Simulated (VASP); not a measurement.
# Mg9O8 (a cell with a defect): single point with PBE

System: Mg9O8 (a cell with a defect).

```
Mg O
1.0
     0.00000    4.39150    4.39150
     4.39150    0.00000    4.39150
     4.39150    4.39150    0.00000
Mg O
9 8
Direct
  0.00286 0.00157 0.01192
  0.00339 0.00317 0.51179
  0.00748 0.49979 0.00712
  0.00512 0.50365 0.50897
  0.50120 0.00691 0.00645
  0.50421 0.00549 0.50843
  0.43640 0.43626 0.94642
  0.50335 0.50447 0.51501
  0.57373 0.57291 0.08674
  0.23470 0.23429 0.26643
  0.25568 0.25522 0.76192
  0.24335 0.77289 0.28095
  0.23610 0.76011 0.74295
  0.77369 0.24209 0.28048
  0.75985 0.23637 0.74235
  0.74975 0.74920 0.25517
  0.77193 0.77096 0.75356
```

| Property | Result |
| --- | --- |
| Program | VASP 6.6.1 |
| Task | single point |
| Functional | PBE |
| Potentials or basis | VASP PAW PBE potentials, release 64 (Mg, O) |
| Cutoff | 520 eV |
| k mesh | 2 × 2 × 2 |
| Occupations | gaussian, width 0.05 eV |
| Spin | no spin polarisation |
| Dipole correction | no |
| Further INCAR settings | LREAL = Auto; ALGO = Normal; EDIFF = 1e-07; NBANDS = 47 |

```json
{
 "Pressure": "16.1 GPa",
 "Largest force": "0.077 eV/Å",
 "Band gap on the k mesh": "0.29 eV"
}
```

Forces on the atoms (eV/Å):
```
Mg  -0.005 -0.008  0.021
Mg  -0.008 -0.002 -0.009
Mg   0.011  0.012  0.019
Mg   0.005  0.003 -0.006
Mg   0.019  0.008  0.015
Mg   0.000  0.006 -0.013
Mg   0.037  0.037  0.036
Mg  -0.033 -0.021 -0.038
Mg  -0.053 -0.055  0.015
O    0.006  0.007 -0.036
O    0.006  0.005  0.013
O    0.006  0.022  0.015
O   -0.018 -0.020 -0.016
O    0.034  0.008  0.017
O   -0.022 -0.010 -0.013
O    0.015  0.014 -0.035
O    0.000 -0.004  0.014
```

Stress tensor (GPa, compression positive):
```
16.15  5.97  5.78
 5.97 16.20  5.83
 5.78  5.83 15.87
```

Levels at points of the mesh, in eV from the valence-band top:
```
           k point  band 30  band 31  band 32  band 33  band 34  band 35  band 36  band 37
(0.00, 0.00, 0.00)    -5.42    -5.42    -5.15    -2.20     0.88     1.08     1.27     1.28
(0.50, 0.00, 0.00)    -5.57    -5.42    -5.31    -0.47     0.30     1.57     2.18     2.47
(0.00, 0.50, 0.00)    -5.57    -5.42    -5.31    -0.47     0.30     1.57     2.18     2.47
(0.00, 0.00, 0.50)    -5.57    -5.42    -5.31    -0.47     0.29     1.57     2.19     2.46
(0.50, 0.50, 0.50)    -5.83    -5.56    -5.56    -0.12     0.52     2.17     2.25     2.27
(0.50, 0.50, 0.00)    -5.72    -5.65    -5.53     0.00     1.07     2.23     2.27     2.50
(0.00, 0.50, 0.50)    -5.73    -5.65    -5.53     0.00     1.07     2.22     2.28     2.52
(0.50, 0.00, 0.50)    -5.73    -5.65    -5.53     0.00     1.07     2.22     2.28     2.51
```

Wall time 81 s on 1 thread of Intel(R) Xeon(R) 6975P-C (Granite Rapids), on a shared host, peak memory 0.33 GiB.

Caveat: the k points lie up to 0.62 Å⁻¹ apart.
